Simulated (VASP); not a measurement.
# SnO (R3m) in VASP: notebook

The runs below take SnO through single point, with PBE.

All numbers are computed with VASP 6.6.1; they aren't measurements. Logs are shortened: lines on timing, memory, paths and dates and some standing lists are left out, and cuts for length are marked.

### 1 The cell of the first run

It takes space group R3m (No. 160, trigonal). Conventional cell: a = 3.318 Å, b = 3.318 Å, c = 19.781 Å, α = 90.00°, β = 90.00°, γ = 120.00°. Within 2.6 Å of Sn (site symmetry 3m) lie 2 O at 1.93 Å. Sn (site symmetry 3m) has 4 O at 2.04 Å within 2.7 Å. Within 2.6 Å of O (site symmetry 3m) lie 2 Sn at 1.93 to 2.04 Å. O (site symmetry 3m) has 4 Sn at 1.93 to 2.04 Å within 2.6 Å.

### 2 Single point, PBE

Input file INCAR:

```
SYSTEM = SnO
PREC = Accurate
ENCUT = 520
EDIFF = 1E-7
ISMEAR = 0
SIGMA = 0.1
LREAL = .False.
LASPH = .True.
NELM = 80
ALGO = Normal
ISIF = 2
LWAVE = .False.
LCHARG = .False.
GGA = PE
NBANDS = 28
```

Input file KPOINTS:

```
Automatic mesh
0
Gamma
  6 6 6
  0 0 0
```

Input file POSCAR:

```
SnO
1.0
    1.6590000000      0.9578241000      6.5935756300
   -1.6590000000      0.9578241000      6.5935756300
    0.0000000000     -1.9156481900      6.5935756300
Sn O
2 2
Direct
    0.0976708300      0.0976708300      0.0976708300
    0.8970209700      0.8970209700      0.8970209700
    0.0000000000      0.0000000000      0.0000000000
    0.1953416600      0.1953416600      0.1953416600
```

Potentials or basis: VASP PAW PBE potentials, release 64 (Sn_d, O).

Command:

```
cat potpaw_PBE.64/Sn_d/POTCAR potpaw_PBE.64/O/POTCAR > POTCAR
mpirun -np 1 vasp_std > vasp.out
```

OUTCAR:

```text
SYSTEM = SnO
   PREC = Accurate
   ENCUT = 520
   EDIFF = 1E-7
   ISMEAR = 0
   LREAL = .False.
   LASPH = .True.
   NELM = 80
   ISIF = 2
   GGA = PE

 ion  position               nearest neighbor table
   1  0.098  0.098  0.098-   3 1.93   4 1.93   2 3.25   2 3.25   2 3.25
   2  0.897  0.897  0.897-   4 2.04   4 2.04   4 2.04   3 2.04   1 3.25   1 3.25   1 3.25
   3  0.000  0.000  0.000-   1 1.93   2 2.04
   4  0.195  0.195  0.195-   1 1.93   2 2.04   2 2.04   2 2.04

  LATTYP: Found a trigonal (rhomboedric) cell.
 ALAT       =     6.8662178523
 COS(alpha) =     0.8832417410

  Lattice vectors:

 A1 = (   1.6590000000,   0.9578241000,   6.5935756300)
 A2 = (  -1.6590000000,   0.9578241000,   6.5935756300)
 A3 = (   0.0000000000,  -1.9156481900,   6.5935756300)

Analysis of symmetry for initial positions (statically):
=====================================================================
 Subroutine PRICEL returns:
 Original cell was already a primitive cell.

 Routine SETGRP: Setting up the symmetry group for a
 trigonal (rhombohedral) supercell.

 Subroutine GETGRP returns: Found  6 space group operations
 (whereof  6 operations were pure point group operations)
 out of a pool of 12 trial point group operations.

The static configuration has the point symmetry C_3v.

Analysis of symmetry for dynamics (positions and initial velocities):
=====================================================================
 Subroutine PRICEL returns:
 Original cell was already a primitive cell.

 Routine SETGRP: Setting up the symmetry group for a
 trigonal (rhombohedral) supercell.

 Subroutine GETGRP returns: Found  6 space group operations
 (whereof  6 operations were pure point group operations)
 out of a pool of 12 trial point group operations.

The dynamic configuration has the point symmetry C_3v.

 Subroutine INISYM returns: Found  6 space group operations
 (whereof  6 operations are pure point group operations),
 and found     1 'primitive' translations

----------------------------------------------------------------------------------------

                                     Primitive cell

  volume of cell :      62.8643

  direct lattice vectors                    reciprocal lattice vectors
     1.659000000  0.957824100  6.593575630     0.301386377  0.174005506  0.050554259
    -1.659000000  0.957824100  6.593575630    -0.301386377  0.174005506  0.050554259
     0.000000000 -1.915648190  6.593575630     0.000000000 -0.348011012  0.050554260

  length of vectors
     6.866217852  6.866217852  6.866217851     0.351663757  0.351663757  0.351663757

  position of ions in fractional coordinates (direct lattice)
     0.097670830  0.097670830  0.097670830
     0.897020970  0.897020970  0.897020970
     0.000000000  0.000000000  0.000000000
     0.195341660  0.195341660  0.195341660

  ion indices of the primitive-cell ions
   primitive index   ion index
                 1           1
                 2           2
                 3           3
                 4           4

----------------------------------------------------------------------------------------

 KPOINTS: Automatic mesh

Automatic generation of k-mesh.
 Grid dimensions read from file:
 generate k-points for:    6    6    6

 Generating k-lattice:

  Cartesian coordinates                     Fractional coordinates (reciprocal lattice)
     0.050231063  0.029000918  0.008425710     0.166666667  0.000000000  0.000000000
    -0.050231063  0.029000918  0.008425710     0.000000000  0.166666667  0.000000000
     0.000000000 -0.058001835  0.008425710     0.000000000  0.000000000  0.166666667

  Length of vectors
     0.058610626  0.058610626  0.058610626

  Shift w.r.t. Gamma in fractional coordinates (k-lattice)
     0.000000000  0.000000000  0.000000000

 Subroutine IBZKPT returns following result:
 ===========================================

 Found     32 irreducible k-points:

 Following reciprocal coordinates:
            Coordinates               Weight
  0.000000  0.000000  0.000000      1.000000
  0.166667 -0.000000  0.000000      6.000000
  0.333333  0.000000  0.000000      6.000000
  0.500000  0.000000 -0.000000      3.000000
  0.166667  0.166667  0.000000      6.000000
  0.333333  0.166667  0.000000     12.000000
[... 16 lines left out ...]
  0.500000  0.500000  0.166667      6.000000
 -0.333333  0.500000  0.166667     12.000000
 [... further k-points ...]
   k-points           NKPTS =     32   k-points in BZ     NKDIM =     32   number of bands    NBANDS=     28
   number of dos      NEDOS =    301   number of ions     NIONS =      4
   total plane-waves  NPLWV = 157464
   dimension x,y,z NGX =    54 NGY =   54 NGZ =   54
   dimension x,y,z NGXF=   108 NGYF=  108 NGZF=  108
   ions per type =               2   2
   NGX,Y,Z   is equivalent  to a cutoff of  13.07, 13.07, 13.07 a.u.
   NGXF,Y,Z  is equivalent  to a cutoff of  26.15, 26.15, 26.15 a.u.
 SYSTEM =  SnO
   PREC   = accura    normal or accurate (medium, high low for compatibility)
   ISTART =      0    job   : 0-new  1-cont  2-samecut
   ICHARG =      2    charge: 1-file 2-atom 10-const
   ISPIN  =      1    spin polarized calculation?
   LNONCOLLINEAR =      F non collinear calculations
   LSORBIT =      F    spin-orbit coupling
   LASPH  =      T    aspherical Exc in radial PAW
   ENCUT  =  520.0 eV  38.22 Ry    6.18 a.u.  12.77 12.77 12.77*2*pi/ulx,y,z
   NELM   =     80;   NELMIN=  2; NELMDL= -5     # of ELM steps
   EDIFF  = 0.1E-06   stopping-criterion for ELM
   LREAL  =      F    real-space projection
   EDIFFG = 0.1E-05   stopping-criterion for IOM
   NSW    =      0    number of steps for IOM
   IBRION =     -1    ionic relax: 0-MD 1-quasi-New 2-CG
   NFREE  =      0    steps in history (QN), initial steepest desc. (CG)
   ISIF   =      2    stress and relaxation
   ISYM   =      2    0-nonsym 1-usesym 2-fastsym
   POTIM  = 0.5000    time-step for ionic-motion
   TEBEG  =    0.0;   TEEND  =   0.0 temperature during run
   PSTRESS=    0.0 pullay stress
   NELECT =      40.0000    total number of electrons
   NUPDOWN=      -1.0000    fix difference up-down
   EMIN   =  10.00;   EMAX   =-10.00  energy-range for DOS
   EFERMI =   0.00;   METHOD = LEGACY
   ISMEAR =     0;   SIGMA  =   0.10  broadening in eV -4-tet -1-fermi 0-gaus
   EFERMI_NEDOS =   21; number of points for ismear=-14 and -15
   IALGO  =     38    algorithm
   IMIX   =      4    mixing-type and parameters
     AMIX     =   0.40;   BMIX     =  1.00
     AMIX_MAG =   1.60;   BMIX_MAG =  1.00
  volume/ion in A,a.u.               =      15.72       106.06
  Fermi-wavevector in a.u.,A,eV,Ry     =   1.408078  2.660882 26.976047  1.982684
  Thomas-Fermi vector in A             =   2.530272
   LORBIT       =      0    0 simple, 1 ext, 2 COOP (PROOUT), +10 PAW based schemes
   GGA     = PE    functional components
   LHFCALC =     F    Hartree Fock is set to
   AEXX    =    0.0000 exact exchange contribution
   IVDW    =     0    specifies the selected vdW correction
   LEPSILON=     F    determine dielectric tensor
   LRPA    =     F    only Hartree local field effects (RPA)
 non-spin polarized calculation
 Gauss-broadening in eV      SIGMA  =   0.10
  energy-cutoff  :      520.00
  volume of cell :       62.86
 maximum number of plane-waves:      1710
 NGX is ok and might be reduce to    54
   NGX = 25   NGY = 25   NGZ = 25

 number of electron      40.0000004 magnetization

 Free energy of the ion-electron system (eV)
  ---------------------------------------------------
  ext. energy  EPLUGINS =         0.00000000
  ---------------------------------------------------
  free energy    TOTEN  =       -18.06637468 eV

  energy without entropy =      -18.06442158  energy(sigma->0) =      -18.06539813

 E-fermi :   8.2789     XC(G=0): -10.8007

 val. band max:        8.2011518107   @ k =  -0.1667   0.1667   0.0000
 cond. band min:       8.3907490534   @ k =  -0.3333   0.5000   0.1667
 fundamental gap:      0.1895972428
 Fermi energy:         8.2789426097

 k-point     1 :       0.0000    0.0000    0.0000
  band No.  band energies     occupation
      1     -15.7216      2.00000
      2     -14.5537      2.00000
      3     -14.5537      2.00000
      4     -14.3812      2.00000
      5     -14.1931      2.00000
      6     -14.1931      2.00000
[... 20 lines left out ...]
     27      17.5825      0.00000
     28      18.2197      0.00000

 k-point     2 :       0.1667   -0.0000    0.0000
  band No.  band energies     occupation
      1     -15.8226      2.00000
      2     -14.4990      2.00000
      3     -14.4977      2.00000
      4     -14.3316      2.00000
      5     -14.1989      2.00000
      6     -14.1197      2.00000
[... 20 lines left out ...]
     27      17.6732      0.00000
     28      18.4830      0.00000

 k-point     3 :       0.3333    0.0000    0.0000
  band No.  band energies     occupation
      1     -15.9952      2.00000
      2     -14.4385      2.00000
      3     -14.3890      2.00000
      4     -14.3093      2.00000
      5     -14.2044      2.00000
      6     -13.9087      2.00000
[... 20 lines left out ...]
     27      17.2824      0.00000
     28      17.6469      0.00000

 k-point     4 :       0.5000    0.0000   -0.0000
  band No.  band energies     occupation
      1     -16.0721      2.00000
      2     -14.4319      2.00000
      3     -14.3415      2.00000
      4     -14.2921      2.00000
      5     -14.1988      2.00000
      6     -13.8144      2.00000
[... 578 lines left out ...]
     27      18.1031      0.00000
     28      19.4154      0.00000

 k-point    23 :       0.5000    0.5000    0.1667
  band No.  band energies     occupation
      1     -16.0028      2.00000
      2     -14.4065      2.00000
      3     -14.3895      2.00000
      4     -14.3156      2.00000
      5     -14.2051      2.00000
      6     -13.8648      2.00000
[... 20 lines left out ...]
     27      16.7499      0.00000
     28      18.2551      0.00000

 k-point    24 :      -0.3333    0.5000    0.1667
  band No.  band energies     occupation
      1     -16.0636      2.00000
      2     -14.3992      2.00000
      3     -14.3463      2.00000
      4     -14.3109      2.00000
      5     -14.2234      2.00000
      6     -13.7919      2.00000
[... 20 lines left out ...]
     27      17.3388      0.00000
     28      19.1815      0.00000

 [... further k-points ...]

------------------------ aborting loop because EDIFF is reached ----------------------------------------

  FORCE on cell =-STRESS in cart. coord.  units (eV):
  Direction    XX          YY          ZZ          XY          YZ          ZX
  --------------------------------------------------------------------------------------
  -------------------------------------------------------------------------------------
  Total       10.6819070     10.6819070     18.2656573     -0.0000000      0.0000000     -0.0000000
  in kB      272.2419133    272.2419133    465.5233823     -0.0000000      0.0000002     -0.0000000
  external PRESSURE =     336.6690696 kB  Pullay stress =       0.0000000 kB

 VOLUME and BASIS-vectors are now :
 -----------------------------------------------------------------------------
  energy-cutoff  :      520.00
  volume of cell :       62.86
      direct lattice vectors                 reciprocal lattice vectors
     1.659000000  0.957824100  6.593575630     0.301386377  0.174005506  0.050554259
    -1.659000000  0.957824100  6.593575630    -0.301386377  0.174005506  0.050554259
     0.000000000 -1.915648190  6.593575630     0.000000000 -0.348011012  0.050554260

 POSITION                                       TOTAL-FORCE (eV/Angst)
 -----------------------------------------------------------------------------------
      0.00000      0.00000      1.93200         0.000000     -0.000000     -5.275276
      0.00000      0.00000     17.74373         0.000000      0.000000      4.902179
      0.00000      0.00000      0.00000         0.000000     -0.000000     -2.833033
      0.00000      0.00000      3.86400         0.000000      0.000000      3.206130
 -----------------------------------------------------------------------------------
    total drift:                                0.000000      0.000000     -0.000271

  FREE ENERGIE OF THE ION-ELECTRON SYSTEM (eV)
  ---------------------------------------------------
  free  energy   TOTEN  =       -18.0663746794 eV

  energy  without entropy=      -18.0644215809  energy(sigma->0) =      -18.06539813
```

It took 6.6 min on 1 thread of Intel Xeon 8259CL, shared host; peak memory 0.39 GiB.

Results:

```
Free energy            : -18.0664 eV
Pressure               : 33.7 GPa
Largest force          : 5.275 eV/Å
Band gap on the k mesh : zero (bands 20 and 21 overlap by 0.38 eV)
```

Forces on the atoms (eV/Å):
```
Sn   0.000  0.000 -5.275
Sn   0.000  0.000  4.902
O    0.000  0.000 -2.833
O    0.000  0.000  3.206
```

Stress tensor (GPa, compression positive):
```
27.22  0.00  0.00
 0.00 27.22  0.00
 0.00  0.00 46.55
```

Caveat: the k points lie up to 0.37 Å⁻¹ apart; semilocal functionals underestimate gaps, and a narrow one can read as zero; spin-orbit coupling is left out, which moves the levels of the heavy elements; forces of over 1 eV/Å act on the atoms, so gaps and moduli don't describe the material at rest.

(Part 1 of 2 ends here.)

The gap in the log of VASP goes by the Fermi energy; the results here count the filled bands.